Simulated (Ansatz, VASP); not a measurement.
TaTiN: VASP beside Ansatz

```
CELL_PARAMETERS angstrom
3.89718 0.00000 0.00000
0.00000 3.89718 0.00000
0.00000 0.00000 5.72262
ATOMIC_POSITIONS crystal
Ti 0.00000 0.00000 0.75000
Ti 0.00000 0.00000 0.25000
Ta 0.50000 0.50000 0.00000
Ta 0.50000 0.50000 0.50000
N 0.50000 0.00000 0.50000
N 0.00000 0.50000 0.00000
```

Change from the starting cell: species swapped into the TbCoC type (P4_2/mmc, No. 131).

Alike in both runs: functional PBE; k mesh 10 × 10 × 8; occupations gaussian, width 0.1 eV; no spin polarisation.

Ansatz relaxed the structure, and its values are those at the end. VASP's run is a single point on that final structure, the one shown.

|  | VASP | Ansatz |
| --- | --- | --- |
| version | VASP 6.6.1 | Ansatz 0.2.0 |
| potentials or method | VASP PAW PBE potentials, release 64 (Ti_sv, Ta_pv, N), cutoff 520 eV | scalar-relativistic, plane waves, PAW |
| valence electrons in the cell | 56 | 60 |

Ansatz gave:

- gap on the k mesh at the Fermi level (eV): none
- pressure (GPa): 0.0

**Question.** What did VASP give for the same quantities?

**Answer.** gap on the k mesh at the Fermi level (eV): none; pressure (GPa): 0.3.

A gap of «none» marks a metal or a gap that the smearing closes. VASP's potentials hold 56 valence electrons a cell and Ansatz's 60, so a difference there can come from the potentials and not from the codes.

Neither program's run includes spin-orbit coupling.
